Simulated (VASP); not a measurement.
# Al (P1) in VASP: single point with PBE+D3(BJ)

Aim: the single point of Al with PBE+D3(BJ).

Everything below comes from runs of VASP 6.6.1. Logs are shortened: lines on timing, memory, paths and dates and some standing lists are left out, and cuts for length are marked.

## 1. The cell of the first run

The typed cell holds 18 atoms: a = 6.909 Å, b = 6.909 Å, c = 6.909 Å, α = 75.56°, β = 75.56°, γ = 75.56°.

## 2. Single point, PBE+D3(BJ)

The input, INCAR:

```
SYSTEM = Al
ALGO = Normal
EDIFF = 1E-7
ENCUT = 520
GGA = PE
ISIF = 2
ISMEAR = -1
IVDW = 12
LASPH = .TRUE.
LCHARG = .FALSE.
LREAL = Auto
LWAVE = .FALSE.
NBANDS = 42
NELM = 100
PREC = Accurate
SIGMA = 0.05
```

The input, KPOINTS:

```
k-points
0
G
  3 3 3
  0 0 0
```

The input, POSCAR:

```
Al
1.0
    4.2326986885      2.4437497271     -4.8830190557
   -0.0000000001     -4.8874994543     -4.8830190557
   -4.2326986884      2.4437497272     -4.8830190557
Al
18
Direct
    0.9785700587      0.3120582835      0.9636512079
    0.9725182324      0.9750547467      0.3159817755
    0.3014584613      0.2983732388      0.6168291263
    0.6395470760      0.3223620913      0.3044147871
    0.2885765394      0.9719038338      0.9702076245
    0.9990586386      0.6303233103      0.6218699660
    0.3227810480      0.6514926338      0.2949609718
    0.6288322304      0.9748430323      0.6475451145
    0.6414027148      0.6354392756      0.9495978158
    0.0108017517      0.3526890469      0.3600101666
    0.0177097969      0.0208402474      0.6926557854
    0.3443186533      0.3488289141      0.0414704956
    0.6991655740      0.3607194680      0.6961214168
    0.3767282137      0.0133384023      0.3628354223
    0.0061024568      0.6995437905      0.0341724917
    0.3630135151      0.6925847732      0.7172581968
    0.7009578878      0.0455179174      0.0426034419
    0.7084571168      0.6940869597      0.3678141591
```

Potentials or basis: VASP PAW PBE potentials, release 64 (Al).

The run is started by

```sh
$ cat potpaw_PBE.64/Al/POTCAR > POTCAR
$ mpirun -np 1 vasp_std > vasp.out
```

OUTCAR:

```text
SYSTEM = Al
   EDIFF = 1E-7
   ENCUT = 520
   GGA = PE
   ISIF = 2
   ISMEAR = -1
   IVDW = 12
   LASPH = .TRUE.
   LREAL = Auto
   NELM = 100
   PREC = Accurate
 IVDW          = 12

 ion  position               nearest neighbor table
   1  0.979  0.312  0.964-   5 2.76  12 2.79   6 2.80   9 2.80   3 2.84  17 2.85   4 2.88  10 2.89
                            15 2.90  13 2.90   2 2.92  11 3.00
   2  0.973  0.975  0.316-   6 2.76  10 2.78  11 2.80   5 2.81   7 2.86   8 2.86  17 2.86   4 2.88
                            18 2.88   1 2.92  14 2.97  15 2.98
   3  0.301  0.298  0.617-   6 2.69   8 2.76   4 2.76  14 2.83   1 2.84   7 2.87   5 2.88  10 2.90
                            11 2.94  13 3.08  16 3.12  12 3.13
   4  0.640  0.322  0.304-   7 2.73  10 2.75   3 2.76   9 2.84  17 2.84   1 2.88  18 2.88   2 2.88
                            13 2.92   8 2.92  12 3.00  14 3.03
   5  0.289  0.972  0.970-   7 2.74   1 2.76  16 2.79   2 2.81   8 2.81   3 2.88  12 2.90  11 2.91
                            15 2.92   9 2.92  14 3.02  17 3.19
   6  0.999  0.630  0.622-   3 2.69   7 2.76   2 2.76   1 2.80  18 2.87  11 2.90   9 2.91  16 2.91
                            10 2.92  13 2.99  15 3.02   8 3.03
   7  0.323  0.651  0.295-   4 2.73   5 2.74   6 2.76  14 2.78   9 2.82   2 2.86   3 2.87  18 2.93
                            12 3.00  15 3.07  16 3.09  10 3.22
   8  0.629  0.975  0.648-   9 2.72   3 2.76   5 2.81   2 2.86  14 2.86  16 2.88  11 2.88   4 2.92
                            18 2.93  13 2.94   6 3.03  17 3.07
   9  0.641  0.635  0.950-  16 2.70   8 2.72  13 2.79   1 2.80   7 2.82   4 2.84  15 2.88   6 2.91
[... 5 lines left out ...]
  12  0.344  0.349  0.041-  10 2.76  14 2.79   1 2.79  17 2.81  16 2.83   5 2.90  15 2.92  13 2.97
                             4 3.00   7 3.00   9 3.05   3 3.13
  13  0.699  0.361  0.696-  10 2.75   9 2.79  11 2.79  18 2.80  17 2.81  16 2.83   1 2.90   4 2.92
                             8 2.94  12 2.97   6 2.99   3 3.08
  14  0.377  0.013  0.363-  17 2.74  18 2.76   7 2.78  12 2.79   3 2.83   8 2.86  16 2.86  11 2.92
                             2 2.97  10 2.99   5 3.02   4 3.03
  15  0.006  0.700  0.034-  18 2.68  17 2.77  11 2.81  10 2.85  16 2.86   9 2.88   1 2.90  12 2.92
                             5 2.92   2 2.98   6 3.02   7 3.07
  16  0.363  0.693  0.717-   9 2.70   5 2.79  13 2.83  12 2.83  11 2.86  15 2.86  14 2.86   8 2.88
                             6 2.91  18 2.94   7 3.09   3 3.12
  17  0.701  0.046  0.043-  14 2.74  15 2.77  13 2.81  12 2.81  11 2.84   4 2.84   1 2.85   2 2.86
                            18 2.87   8 3.07   5 3.19   9 3.20
  18  0.708  0.694  0.368-  15 2.68  10 2.73  14 2.76  13 2.80  17 2.87   6 2.87   4 2.88   2 2.88
                             7 2.93   8 2.93  16 2.94   9 3.17

  LATTYP: Found a trigonal (rhomboedric) cell.
 ALAT       =     6.9088006206
 COS(alpha) =     0.2493121556

  Lattice vectors:

 A1 = (   4.2326986885,   2.4437497271,  -4.8830190557)
 A2 = (  -0.0000000001,  -4.8874994543,  -4.8830190557)
 A3 = (  -4.2326986884,   2.4437497272,  -4.8830190557)

Analysis of symmetry for initial positions (statically):
=====================================================================
 Subroutine PRICEL returns:
[... 161 lines left out ...]
   IALGO  =     38    algorithm
   IMIX   =      4    mixing-type and parameters
     AMIX     =   0.40;   BMIX     =  1.00
     AMIX_MAG =   1.60;   BMIX_MAG =  1.00
  volume/ion in A,a.u.               =      16.84       113.62
  Fermi-wavevector in a.u.,A,eV,Ry     =   0.921230  1.740873 11.546789  0.848665
  Thomas-Fermi vector in A             =   2.046624
   LORBIT       =      0    0 simple, 1 ext, 2 COOP (PROOUT), +10 PAW based schemes
   GGA     = PE    functional components
   LHFCALC =     F    Hartree Fock is set to
   AEXX    =    0.0000 exact exchange contribution
   IVDW    =    12    specifies the selected vdW correction
   LEPSILON=     F    determine dielectric tensor
   LRPA    =     F    only Hartree local field effects (RPA)
 non-spin polarized calculation
  energy-cutoff  :      520.00
  volume of cell :      303.05
 maximum number of plane-waves:      8215
 NGX is ok and might be reduce to    54
   NGX = 25   NGY = 25   NGZ = 25

 number of electron      54.0000000 magnetization

 Free energy of the ion-electron system (eV)
  ---------------------------------------------------
  ext. energy  EPLUGINS =         0.00000000
  ---------------------------------------------------
  free energy    TOTEN  =       -66.36786997 eV

  energy without entropy =      -66.26410341  energy(sigma->0) =      -66.31598669

 E-fermi :   7.8362     XC(G=0): -10.1179

 val. band max:        7.8339104521   @ k =   0.0000   0.0000   0.3333
 cond. band min:       7.8634226698   @ k =   0.3333   0.0000  -0.0000
 fundamental gap:      0.0295122177
 Fermi energy:         7.8361920609

 k-point     1 :       0.0000    0.0000    0.0000
  band No.  band energies     occupation
      1      -3.2269      2.00000
      2       0.0160      2.00000
      3       0.1342      2.00000
      4       0.1366      2.00000
      5       0.2022      2.00000
      6       0.2331      2.00000
[... 577 lines left out ...]
     38       9.8786      0.00000
     39      10.3476      0.00000
 [bands above 39 left out]

------------------------ aborting loop because EDIFF is reached ----------------------------------------

 Edisp (eV)   -5.93133

 E8    (eV) :    -2.6524

  FORCE on cell =-STRESS in cart. coord.  units (eV):
  Direction    XX          YY          ZZ          XY          YZ          ZX
  --------------------------------------------------------------------------------------
  -------------------------------------------------------------------------------------
  Total      -3.95852    -4.29637    -7.65831     0.01525     0.13992    -0.42120
  in kB     -20.92807   -22.71426   -40.48834     0.08063     0.73975    -2.22682
  external pressure =      -28.04 kB  Pullay stress =        0.00 kB

 VOLUME and BASIS-vectors are now :
 -----------------------------------------------------------------------------
  energy-cutoff  :      520.00
  volume of cell :      303.05
      direct lattice vectors                 reciprocal lattice vectors
     4.232698689  2.443749727 -4.883019056     0.118127946  0.068201201 -0.068263779
    -0.000000000 -4.887499454 -4.883019056    -0.000000000 -0.136402402 -0.068263779
    -4.232698688  2.443749727 -4.883019056    -0.118127946  0.068201201 -0.068263779

 POSITION                                       TOTAL-FORCE (eV/Angst)
 -----------------------------------------------------------------------------------
      0.06315      3.22112    -11.00769        -0.080603     -0.007218      0.091690
      2.77892     -1.61681    -11.05298         0.085123     -0.011129      0.080305
     -1.33487      0.78577     -5.94098        -0.089729      0.078944     -0.295263
      1.41851      0.73126     -6.18348        -0.014314      0.120064      0.188159
     -2.88514     -1.67403    -10.89249         0.117018      0.018274     -0.241301
      1.59653      0.88044    -10.99291        -0.365886     -0.181553     -0.093256
[... 10 lines left out ...]
      2.78662      1.59461     -3.85309         0.107763     -0.017879      0.405980
      1.44184     -0.76221     -8.64469        -0.294546     -0.197236      0.052368
 -----------------------------------------------------------------------------------
    total drift:                                0.008591     -0.004295     -0.008877

  FREE ENERGIE OF THE ION-ELECTRON SYSTEM (eV)
  ---------------------------------------------------
  free  energy   TOTEN  =       -72.2992030476 eV

  energy  without entropy=      -72.1954364842  energy(sigma->0) =      -72.24731977
```

OSZICAR:

```text
N       E                     dE             d eps       ncg     rms          rms(c)
DAV:   1     0.628033861992E+02    0.62803E+02   -0.19004E+04  1176   0.104E+03
DAV:   2    -0.610263126528E+02   -0.12383E+03   -0.11735E+03  1428   0.133E+02
DAV:   3    -0.667523037993E+02   -0.57260E+01   -0.55385E+01  1456   0.236E+01
DAV:   4    -0.668376076084E+02   -0.85304E-01   -0.84894E-01  1428   0.322E+00
DAV:   5    -0.668386301436E+02   -0.10225E-02   -0.10223E-02  1430   0.402E-01    0.543E+00
DAV:   6    -0.665456105402E+02    0.29302E+00   -0.11993E-01  1444   0.116E+00    0.317E+00
DAV:   7    -0.663741033058E+02    0.17151E+00   -0.11981E-01  1316   0.118E+00    0.464E-01
DAV:   8    -0.663687902645E+02    0.53130E-02   -0.60801E-03  1430   0.284E-01    0.317E-01
DAV:   9    -0.663678986219E+02    0.89164E-03   -0.96193E-04  1404   0.993E-02    0.118E-01
DAV:  10    -0.663678761948E+02    0.22427E-04   -0.86203E-05  1414   0.336E-02    0.313E-02
DAV:  11    -0.663678723350E+02    0.38597E-05   -0.13127E-05  1372   0.117E-02    0.620E-03
DAV:  12    -0.663678709757E+02    0.13593E-05   -0.15981E-06  1518   0.433E-03    0.274E-03
DAV:  13    -0.663678705665E+02    0.40917E-06   -0.71471E-08   810   0.100E-03    0.171E-03
DAV:  14    -0.663678700103E+02    0.55625E-06   -0.12054E-08   714   0.472E-04    0.508E-04
DAV:  15    -0.663678699702E+02    0.40140E-07   -0.22251E-09   674   0.206E-04
   1 F= -.72299203E+02 E0= -.72247320E+02  d E =-.103767E+00
```

It took 2.8 min on 1 thread of Intel Xeon 6975P-C (Granite Rapids), shared host; peak memory 0.4 GiB.

What came out:

```
Free energy                : -72.2992 eV
Pressure                   : -2.8 GPa
Largest force              : 0.614 eV/Å
Band gap on the k mesh     : zero (bands 27 and 28 overlap by 0.79 eV)
Dispersion energy per atom : -0.330 eV
```

Forces in eV/Å, atoms in the order of the input:
```
Al  -0.081 -0.007  0.092
Al   0.085 -0.011  0.080
Al  -0.090  0.079 -0.295
Al  -0.014  0.120  0.188
Al   0.117  0.018 -0.241
Al  -0.366 -0.182 -0.093
Al  -0.125  0.137  0.200
Al   0.196 -0.037 -0.200
Al  -0.203  0.154 -0.466
Al   0.336  0.142 -0.317
Al   0.057  0.084 -0.103
Al   0.308 -0.127 -0.161
Al  -0.274 -0.001  0.225
Al  -0.267 -0.234  0.055
Al   0.405  0.183 -0.018
Al   0.102 -0.102  0.597
Al   0.108 -0.018  0.406
Al  -0.295 -0.197  0.052
```

Levels at points of the mesh, in eV from the Fermi level:
| k point | band 24 | band 25 | band 26 | band 27 | band 28 | band 29 | band 30 | band 31 |
| --- | --- | --- | --- | --- | --- | --- | --- | --- |
| (0.00, 0.00, 0.00) | 0.17 | 0.21 | 0.27 | 0.30 | 1.59 | 1.68 | 1.79 | 1.84 |

Caveat: the atoms stand as in a frame of molecular dynamics.
